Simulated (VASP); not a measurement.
Runs of VASP 6.6.1 on LaMnIn. The structure is that of space group P-6m2 (No. 187), or close to it. The cells are those of the table. 

| level | fixed moment (μB) | cell | k mesh | smearing | gap on the mesh (eV) | pressure (GPa) | moment (μB) |
| --- | --- | --- | --- | --- | --- | --- | --- |
| PBE | - | a = 4.685, b = 4.685, c = 4.097 Å, angles 90.0, 90.0, 120.0°, 3 atoms | 6 × 6 × 6 | fermi-dirac 0.05 eV | none | (b) | 3.26 |
| PBE | - | a = 4.593, b = 4.593, c = 4.097 Å, angles 90.0, 90.0, 120.0°, 3 atoms | 7 × 7 × 7 | fermi-dirac 0.05 eV | none | 4.9 | 3.17 |
| PBE | 8.0 | a = 4.593, b = 4.593, c = 4.097 Å, angles 90.0, 90.0, 120.0°, 3 atoms | 6 × 6 × 6 | fermi-dirac 0.05 eV | - | 13.4 | 8.00 |
| PBE | - | a = 4.777, b = 4.777, c = 4.097 Å, angles 90.0, 90.0, 120.0°, 3 atoms | 6 × 6 × 6 | fermi-dirac 0.05 eV | none | -0.4 | 3.36 |
| PBE | 5.0 | a = 4.593, b = 4.593, c = 4.097 Å, angles 90.0, 90.0, 120.0°, 3 atoms | 6 × 6 × 6 | fermi-dirac 0.05 eV | - | 7.0 | 5.00 |
| PBE | 6.0 | a = 4.593, b = 4.593, c = 4.097 Å, angles 90.0, 90.0, 120.0°, 3 atoms | 6 × 6 × 6 | fermi-dirac 0.05 eV | - | 8.5 | 6.00 |
| RPBE | - | a = 4.593, b = 4.593, c = 4.097 Å, angles 90.0, 90.0, 120.0°, 3 atoms | 7 × 7 × 7 | gaussian 0.05 eV | none | (a) | 3.12 |

Alike in all rows: task single point; potentials or basis VASP PAW PBE potentials, release 64 (La, In_d, Mn_pv); spin collinear, ferromagnetic start; cutoff (eV) 520.

**Question.** Estimate the missing entries.

**Answer.** (a) 7.3; (b) 2.0.

Caveats: spin-orbit coupling is left out, which moves the levels of the heavy elements; the cell stands under pressure (at least some runs); the total moment is fixed, so each spin has its own Fermi level (at least some runs); the PAW data sets were made with another functional, which shifts forces and pressure a little (at least some runs).

A k mesh can miss the band edges, and the runs leave out spin-orbit coupling on In, La.

A gap of «none» marks levels without a gap at the run's occupations.
